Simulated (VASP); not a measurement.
# Cd4Se: relaxation of cell and atoms with PBE

The system is Cd4Se.

```
CELL_PARAMETERS angstrom
6.40000 0.00000 0.00000
0.00000 6.40000 0.00000
0.00000 0.00000 5.75000
ATOMIC_POSITIONS crystal
Cd 0.32500 0.82500 0.74500
Cd 0.17500 0.32500 0.74500
Cd 0.67500 0.17500 0.74500
Cd 0.82500 0.67500 0.74500
Cd 0.67500 0.82500 0.25500
Cd 0.82500 0.32500 0.25500
Cd 0.17500 0.67500 0.25500
Cd 0.32500 0.17500 0.25500
Se 0.00000 0.00000 0.00000
Se 0.50000 0.50000 0.00000
```

```json
{
 "Program": "VASP 6.6.1",
 "Task": "relaxation of cell and atoms",
 "Functional": "PBE",
 "Potentials or basis": "VASP PAW PBE potentials, release 64 (Cd, Se)",
 "Cutoff": "600 eV",
 "k mesh": "3 × 3 × 3",
 "Occupations": "gaussian, width 0.2 eV",
 "Spin": "no spin polarisation",
 "Dipole correction": "no",
 "Further INCAR settings": "ALGO = Normal; EDIFF = 1e-06; IBRION = 2; EDIFFG = -0.08; NSW = 36; ISIF = 3"
}
```

The relaxed volume is 24.62 Å³/atom. The relaxed cell is a = 5.983 Å, b = 5.983 Å, c = 6.878 Å, α = 90.00°, β = 90.00°, γ = 90.00°. The space group after relaxing (to 0.1 Å) is P4/nbm (No. 125) and the energy gained by relaxing is 187.0 meV/atom. The ionic steps are 16 and the pressure after relaxing is 0.0 GPa. The largest force after relaxing is 0.053 eV/Å and the band gap on the k mesh is zero (bands 54 and 55 overlap by 0.09 eV).

Forces in eV/Å, atoms in the order of the input:
```
Cd   0.000  0.000 -0.053
Cd   0.000  0.000 -0.053
Cd   0.000  0.000 -0.053
Cd   0.000  0.000 -0.053
Cd   0.000  0.000  0.053
Cd   0.000  0.000  0.053
Cd   0.000  0.000  0.053
Cd   0.000  0.000  0.053
Se   0.000  0.000  0.000
Se   0.000  0.000  0.000
```

Stress tensor (GPa, compression positive):
```
 0.05  0.00  0.00
 0.00  0.05  0.00
 0.00  0.00 -0.13
```

Step by step:
```csv
step,energy change (eV),largest force (eV/Å),pressure (GPa),volume (Å³)
1,0.0000,1.3357,5.56,235.52
2,-0.9043,0.7076,-0.53,264.47
3,-0.9392,0.5919,-1.53,272.32
4,-1.1708,0.5043,-1.26,266.55
5,-1.5452,0.1510,0.43,249.68
6,-1.6292,0.0544,0.01,251.46
7,-1.6193,0.4731,-0.48,255.15
8,-1.6670,0.1873,-0.28,253.13
9,-1.6682,0.2258,-0.34,253.47
10,-1.7342,0.2660,0.02,250.32
11,-1.7585,0.3379,0.46,247.21
12,-1.8127,0.2346,0.00,248.74
13,-1.8459,0.0890,-0.85,252.09
14,-1.8643,0.0835,0.31,244.40
15,-1.8661,0.0808,0.02,246.11
16,-1.8704,0.0533,-0.01,246.21
```

Final structure:
```xyz
10
Lattice="5.9831 0.0000 0.0000 0.0000 5.9831 0.0000 0.0000 0.0000 6.8778" Properties=species:S:1:pos:R:3 pbc="T T T"
Cd    1.9441    4.9357    4.8338
Cd    1.0474    1.9441    4.8338
Cd    4.0390    1.0474    4.8338
Cd    4.9357    4.0390    4.8338
Cd    4.0390    4.9357    2.0440
Cd    4.9357    1.9441    2.0440
Cd    1.0474    4.0390    2.0440
Cd    1.9441    1.0474    2.0440
Se    0.0000    0.0000    0.0000
Se    2.9916    2.9916    0.0000
```

Levels at points of the mesh, in eV from the Fermi level:
```csv
k point,band 50,band 51,band 52,band 53,band 54,band 55,band 56,band 57,band 58,band 59
"(0.00, 0.00, 0.00)",-2.00,-0.96,-0.96,-0.33,-0.08,-0.04,-0.04,0.12,0.56,1.56
```

Wall time 18 min on 1 thread of Intel(R) Xeon(R) Platinum 8488C (Sapphire Rapids) (shared host), peak memory 0.42 GiB.

Caveat: the k points lie up to 0.35 Å⁻¹ apart in the final cell; semilocal functionals underestimate gaps, and a narrow one can read as zero; a cell axis changed by over 15 % at a fixed basis, so the end point is rough; the relaxation stopped at a loose force limit of 0.08 eV/Å, so its end isn't a converged minimum.
